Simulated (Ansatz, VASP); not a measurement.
# SiO2 in VASP and in Ansatz

```
Si O
1.0
     4.59900    0.00000    0.00000
     0.00000    4.59900    0.00000
     0.00000    0.00000    6.13000
Si O
4 8
Direct
  0.34124 0.34124 0.00000
  0.15876 0.84124 0.25000
  0.65876 0.65876 0.50000
  0.84124 0.15876 0.75000
  0.22120 0.18474 0.21952
  0.31526 0.72120 0.46952
  0.77880 0.81526 0.71952
  0.68474 0.27880 0.96952
  0.72120 0.31526 0.53048
  0.81526 0.77880 0.28048
  0.27880 0.68474 0.03048
  0.18474 0.22120 0.78048
```

Alike in both runs: task electric field gradients; functional r2SCAN; k mesh 5 × 5 × 4; occupations fermi-dirac, width 0.02 eV; no spin polarisation.

|  | VASP | Ansatz |
| --- | --- | --- |
| version | VASP 6.6.1 | Ansatz 0.2.0 |
| potentials or method | VASP PAW PBE potentials, release 64 (Si, O) | plane-wave PAW, scalar-relativistic |
| plane-wave cutoff (eV) | 520 | 500 |
| valence electrons in the cell | 64 | 64 |

```tsv
	VASP	Ansatz	Ansatz less VASP
gap on the k mesh at the Fermi level (eV)	6.68	6.68	-0.002
pressure (GPa)	5.9	5.1	-0.75
traceless stress, the component that is largest in VASP (GPa)	-0.58	-0.54	+0.042
rms of the force components (eV/Å)	0.184	0.201	+0.0177
size of Vzz on the site where it differs most (V/Å²)	75.9	82.6	+6.63
```

VASP's potentials were made for PBE, not for r2SCAN. Atom by atom the forces differ by 0.024 eV/Å (rms over components).
